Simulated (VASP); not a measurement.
Write the native input for VASP 6.6.1 that does the following.

```yaml
Task: single point
Functional: PBE
Potentials_or_basis: VASP PAW PBE potentials, release 64 (Bi_d, Se)
Cutoff: 520 eV
k_mesh: 14 × 14 × 14
Occupations: fermi-dirac, width 0.05 eV
Spin: no spin polarisation
Dipole_correction: no
Further_INCAR_settings: ALGO = Normal; EDIFF = 1e-07; NBANDS = 32
```

The structure of Bi2Se3 lies in POSCAR:

```
Bi2Se3
1.0
    1.9779741083      1.1419838839      9.2032130236
   -1.9779741083      1.1419838839      9.2032130236
    0.0000000000     -2.2839677678      9.2032130236
Bi Se
2 3
Direct
    0.5974586560      0.5974586560      0.5974586560
    0.4025413440      0.4025413440      0.4025413440
    0.7948389338      0.7948389338      0.7948389338
    0.2051610662      0.2051610662      0.2051610662
    0.0000000000      0.0000000000      0.0000000000
```

The input as run:

INCAR

```
PREC     = Accurate       # precision mode
ENCUT    = 520            # plane-wave cutoff, eV
EDIFF    = 1E-7           # SCF threshold, eV
ISMEAR   = -1             # smearing method
SIGMA    = 0.05           # smearing width, eV
LREAL    = False          # projectors in reciprocal space
LASPH    = True           # aspherical terms in the spheres
NELM     = 100            # most SCF steps
ALGO     = Normal         # electronic algorithm
ISIF     = 2              # what is computed and relaxed
LWAVE    = False          # write WAVECAR
LCHARG   = True           # write CHGCAR
GGA      = PE             # functional
LELF     = True           # ELF
LVHAR    = True         
NBANDS   = 32             # bands
```

KPOINTS

```
Automatic mesh
0
Gamma
  14 14 14
```

Potentials or basis: VASP PAW PBE potentials, release 64 (Bi_d, Se).

Command:

```sh
$ cat potpaw_PBE.64/Bi_d/POTCAR potpaw_PBE.64/Se/POTCAR > POTCAR
$ mpirun -np 1 vasp_std > vasp.out
```

It gave:

```json
{
 "Pressure": "10.4 GPa",
 "Largest force": "0.010 eV/Å"
}
```

Caveat: the cell stands under pressure.

Wall time 97 min on 1 thread of Oxide Virtual Turin-like Processor (shared host), peak memory 1.3 GiB.
